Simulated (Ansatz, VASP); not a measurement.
# ZrSn2S3 in VASP and in Ansatz

```xyz
6
Lattice="-2.8753 2.8753 4.7002 2.8753 -2.8753 4.7002 2.8753 2.8753 -4.7002" Properties=species:S:1:pos:R:3 pbc="T T T"
Zr    0.0000    0.0000    4.7002
Sn    0.0000    2.8753    2.3501
Sn    2.8753    0.0000    2.3501
S     0.0000    0.0000    2.2664
S     0.0000    0.0000    7.1340
S     0.0000    0.0000    0.0000
```

Alike in both runs: task relaxation of cell and atoms; functional PBE; k mesh 10 × 10 × 10; occupations gaussian, width 0.1 eV; no spin polarisation.

|  | VASP | Ansatz |
| --- | --- | --- |
| version | VASP 6.6.1 | Ansatz 0.2.0 |
| potentials or method | VASP PAW PBE potentials, release 64 (Zr_sv, Sn_d, S), cutoff 600 eV | scalar-relativistic, plane waves, PAW |
| valence electrons in the cell | 58 | 58 |

|  | VASP | Ansatz | Ansatz less VASP |
| --- | --- | --- | --- |
| gap on the k mesh at the Fermi level, each at its own relaxed structure (eV) | none | none | - |
| relaxed volume (Å³/atom) | 25.80 | 25.79 | -0.002 |
| relaxed length of the cell vector where the two differ most in proportion (Å) | 6.213 | 6.213 | +0.0001 |

A gap of «none» marks a metal or a gap that the smearing closes.
